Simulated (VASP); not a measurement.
Set up this calculation in VASP 6.6.1, as the native input.

```yaml
Task: single point
Functional: PBEsol
Potentials_or_basis: VASP PAW PBE potentials, release 64 (Os)
Cutoff: 520 eV
k_mesh: 15 × 15 × 4
Occupations: fermi-dirac, width 0.1 eV
Spin: no spin polarisation
Dipole_correction: no
Further_INCAR_settings: ALGO = Normal; EDIFF = 1e-07; NBANDS = 24
```

The structure of Os lies in POSCAR:

```
Os
1.0
    2.7173210969      0.0000000000      0.0000000000
   -1.3586605484      2.3532691001      0.0000000000
    0.0000000000      0.0000000000      8.7248494031
Os
4
Direct
    0.0000000000      1.0000000000      1.0000000000
    1.0000000000      0.0000000000      0.5000000000
    0.3333333333      0.6666666667      0.2500000000
    0.6666666667      0.3333333333      0.7500000000
```

One way to write it, as run:

INCAR

```
ALGO = Normal
EDIFF = 1E-7
ENCUT = 520
GGA = PS
ISIF = 2
ISMEAR = -1
LASPH = True
LCHARG = True
LELF = True
LREAL = False
LVHAR = True
LWAVE = False
NBANDS = 24
NELM = 60
PREC = Accurate
SIGMA = 0.1
```

KPOINTS

```
k-points
0
Gamma
  15 15 4
```

Potentials or basis: VASP PAW PBE potentials, release 64 (Os).

Command:

```console
$ cat potpaw_PBE.64/Os/POTCAR > POTCAR
$ mpirun -np 1 vasp_std > vasp.out
```

It gave:

| Quantity | Value |
| --- | --- |
| Pressure | 0.3 GPa |
| Band gap on the k mesh | zero (bands 16 and 17 overlap by 3.62 eV) |

Caveat: the PAW data sets were made with another functional, which shifts forces and pressure a little; spin-orbit coupling is left out, which moves the levels of the heavy elements.

It took 2.9 min on 1 thread of Oxide Virtual Turin-like Processor (shared host), peak memory 0.19 GiB.
